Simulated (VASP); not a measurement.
Input of a VASP 6.6.1 run:

Contents of POSCAR:

```
Al2O3
1.0
    2.3793614130      1.3737249523      4.3315939886
   -2.3793614130      1.3737249523      4.3315939886
    0.0000000000     -2.7474499046      4.3315939886
Al O
4 6
Direct
    0.8519115234      0.8519115234      0.8519115234
    0.3519115234      0.3519115234      0.3519115234
    0.1480884766      0.1480884766      0.1480884766
    0.6480884766      0.6480884766      0.6480884766
    0.4436339008      0.0563660992      0.7500000000
    0.0563660992      0.7500000000      0.4436339008
    0.5563660992      0.9436339008      0.2500000000
    0.2500000000      0.5563660992      0.9436339008
    0.9436339008      0.2500000000      0.5563660992
    0.7500000000      0.4436339008      0.0563660992
```

The input INCAR.step1:

```
PREC = Accurate
ENCUT = 520
ISMEAR = 0
SIGMA = 0.01
LREAL = F
LASPH = T
NELM = 100
NBANDS = 35
GGA = PE
ALGO = Normal
EDIFF = 1E-4
LWAVE = T
LCHARG = F
```

INCAR.step2

```
PREC = Accurate
ENCUT = 520
EDIFF = 1E-7
ISMEAR = 0
SIGMA = 0.01
LREAL = F
LASPH = T
NELM = 100
ALGO = Normal
ISIF = 2
LWAVE = F
LCHARG = F
METAGGA = R2SCAN
LMIXTAU = T
NBANDS = 35
ISTART = 1
```

The input KPOINTS:

```
regular mesh
0
Gamma
  6 6 6
```

Potentials or basis: VASP PAW PBE potentials, release 64 (Al, O).

Run with:

```bash
$ cat potpaw_PBE.64/Al/POTCAR potpaw_PBE.64/O/POTCAR > POTCAR
$ cp INCAR.step1 INCAR
$ mpirun -np 1 vasp_std > vasp.out
$ cp INCAR.step2 INCAR
$ mpirun -np 1 vasp_std > vasp.out
```

Task: Estimate the pressure.

Result: -0.5 GPa.

Task: Estimate the largest force.

Result: 0.019 eV/Å.

Stress tensor (GPa, compression positive):
```
-0.45  0.00  0.00
 0.00 -0.45  0.00
 0.00  0.00 -0.54
```

Caveat: the PAW data sets were made with another functional, which shifts forces and pressure a little.
